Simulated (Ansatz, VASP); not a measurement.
**One calculation of NaI, two programs**

```
Na I
1.0
     0.00000    3.13332    3.13332
     3.13332    0.00000    3.13332
     3.13332    3.13332    0.00000
Na I
1 1
Direct
  0.00000 0.00000 0.00000
  0.50000 0.50000 0.50000
```

Alike in both runs: task single point; functional r2SCAN; k mesh 6 × 6 × 6; occupations gaussian, width 0.02 eV; no spin polarisation.

|  | VASP | Ansatz |
| --- | --- | --- |
| version | VASP 6.6.1 | Ansatz 0.2.0 |
| potentials or method | VASP PAW PBE potentials, release 64 (Na_pv, I), cutoff 520 eV | scalar-relativistic, plane waves, PAW |
| valence electrons in the cell | 14 | 26 |

Ansatz gave:

* gap on the k mesh at the Fermi level (eV): 4.75
* least direct gap on the mesh (eV): 4.75
* pressure (GPa): 2.0

Q: What did VASP give for the same quantities?

A: gap on the k mesh at the Fermi level (eV): 4.76; least direct gap on the mesh (eV): 4.76; pressure (GPa): 1.9.

VASP's potentials were made for PBE, not for r2SCAN. The functional is the same, so the differences come from potentials, cutoffs and numerics. VASP's potentials hold 14 valence electrons a cell and Ansatz's 26, so a difference there can come from the potentials and not from the codes.

Spin-orbit coupling is off throughout.
